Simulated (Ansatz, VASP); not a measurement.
# One calculation of Sn5H, two programs

File INCAR:

```
SYSTEM = Sn5H
ALGO = Normal
EDIFF = 1E-6
EDIFFG = -0.08
ENCUT = 600
GGA = PE
IBRION = 2
ISIF = 3
ISMEAR = 0
LASPH = .True.
LCHARG = .False.
LREAL = .False.
LWAVE = .False.
NELM = 60
NSW = 36
PREC = Accurate
SIGMA = 0.2
```

KPOINTS

```
k-points
0
Gamma
  4 4 1
  0 0 0
```

File POSCAR:

```
Sn5H
1.0
    4.6066294200      0.0000000000      0.0000000000
   -2.3033147100      3.9894581000      0.0000000000
    0.0000000000      0.0000000000     20.7150359400
Sn H
10 2
Direct
    0.6666666700      0.3333333300      0.3860000000
    0.3333333300      0.6666666700      0.6140000000
    0.0000000000      0.0000000000      0.7960000000
    0.0000000000      0.0000000000      0.6600000000
    0.6666666700      0.3333333300      0.8410000000
    0.0000000000      0.0000000000      0.2040000000
    0.0000000000      0.0000000000      0.3400000000
    0.3333333300      0.6666666700      0.1590000000
    0.3333333300      0.6666666700      0.0227000000
    0.6666666700      0.3333333300      0.9773000000
    0.6666666700      0.3333333300      0.4690000000
    0.3333333300      0.6666666700      0.5310000000
```

Input for Ansatz:

```yaml
crystal:
  lattice:
    - [4.60662942, 0.0, 0.0]
    - [-2.30331471, 3.9894581, 0.0]
    - [0.0, 0.0, 20.71503594]
  atoms:
    - { symbol: Sn, position: [0.66666667, 0.33333333, 0.386] }
    - { symbol: Sn, position: [0.33333333, 0.66666667, 0.614] }
    - { symbol: Sn, position: [0.0, 0.0, 0.796] }
    - { symbol: Sn, position: [0.0, 0.0, 0.66] }
    - { symbol: Sn, position: [0.66666667, 0.33333333, 0.841] }
    - { symbol: Sn, position: [0.0, 0.0, 0.204] }
    - { symbol: Sn, position: [0.0, 0.0, 0.34] }
    - { symbol: Sn, position: [0.33333333, 0.66666667, 0.159] }
    - { symbol: Sn, position: [0.33333333, 0.66666667, 0.0227] }
    - { symbol: Sn, position: [0.66666667, 0.33333333, 0.9773] }
    - { symbol: H, position: [0.66666667, 0.33333333, 0.469] }
    - { symbol: H, position: [0.33333333, 0.66666667, 0.531] }
basis:
  ecutwfc: 420
kpoints:
  mp_grid: { grid: [4, 4, 1] }
hamiltonian:
  xc: pbe
scf:
  occupations: { method: gaussian, width: 0.2 }
  lower_state_search: "off"
output:
  forces: true
  stress: true
  eigenvalues: true
relax:
  adjacent_minimum: "off"
  f_tol: 0.08
  max_steps: 16
  cell: { stress_tol: 0.8 }
```

Alike in both runs: task relaxation of cell and atoms; functional PBE; k mesh 4 × 4 × 1; occupations gaussian, width 0.2 eV; no spin polarisation.

|  | VASP | Ansatz |
| --- | --- | --- |
| version | VASP 6.6.1 | Ansatz 0.2.0 |
| potentials or method | VASP PAW PBE potentials, release 64 (Sn_d, H), cutoff 600 eV | scalar-relativistic, plane waves, PAW |
| valence electrons in the cell | 142 | 142 |

```tsv
	VASP	Ansatz	Ansatz less VASP
gap on the k mesh at the Fermi level, each at its own relaxed structure (eV)	0.14	0.13	-0.013
relaxed volume (Å³/atom)	33.86	34.03	+0.177
relaxed length of the cell vector where the two differ most in proportion (Å)	4.757	4.770	+0.0127
```
